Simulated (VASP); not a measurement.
Runs of VASP 6.6.1 on HCl. The structure is that of space group Fm-3m (No. 225), or close to it. The cells are those of the table. 

| task | cell | k mesh | cutoff (eV) | gap on the mesh (eV) | pressure (GPa) | relaxed volume (Å³/atom) |
| --- | --- | --- | --- | --- | --- | --- |
| single point | a = 3.151 Å, angles 60.0°, 2 atoms | 6 × 6 × 6 | 520 | none | -0.1 | - |
| single point | a = 3.142 Å, angles 60.0°, 2 atoms | 16 × 16 × 16 | 520 | none | -0.1 | - |
| relaxation of cell and atoms | relaxed from a = 3.151 Å, angles 60.0°, 2 atoms | 16 × 16 × 16 | 600 | none | 0.0 | (b) |
| relaxation of cell and atoms | relaxed from a = 3.871 Å, angles 60.0°, 2 atoms | 6 × 6 × 6 | 600 | none | 0.0 | 11.07 |
| single point | a = 3.110 Å, angles 60.0°, 2 atoms | 16 × 16 × 16 | 520 | none | 2.0 | - |
| single point | a = 3.173 Å, angles 60.0°, 2 atoms | 16 × 16 × 16 | 520 | none | -2.0 | - |
| single point | a = 3.203 Å, angles 60.0°, 2 atoms | 16 × 16 × 16 | 520 | none | -3.6 | - |
| single point | a = 3.078 Å, angles 60.0°, 2 atoms | 16 × 16 × 16 | 520 | none | (a) | - |

Alike in all rows: level PBEsol; potentials or basis VASP PAW PBE potentials, release 64 (H, Cl); no spin polarisation; smearing gaussian 0.1 eV.

Q: Estimate the missing entries.

A: (a) 4.6; (b) 10.96.

Caveats: some runs use coarse meshes; the PAW data sets were made with another functional, which shifts forces and pressure a little; the volume moved by over 15 % at a fixed basis, so the end points are rough (at least some runs); the cell stands under tension (at least some runs); the cell stands under pressure (at least some runs).

A gap of «none» marks levels without a gap at the run's occupations.
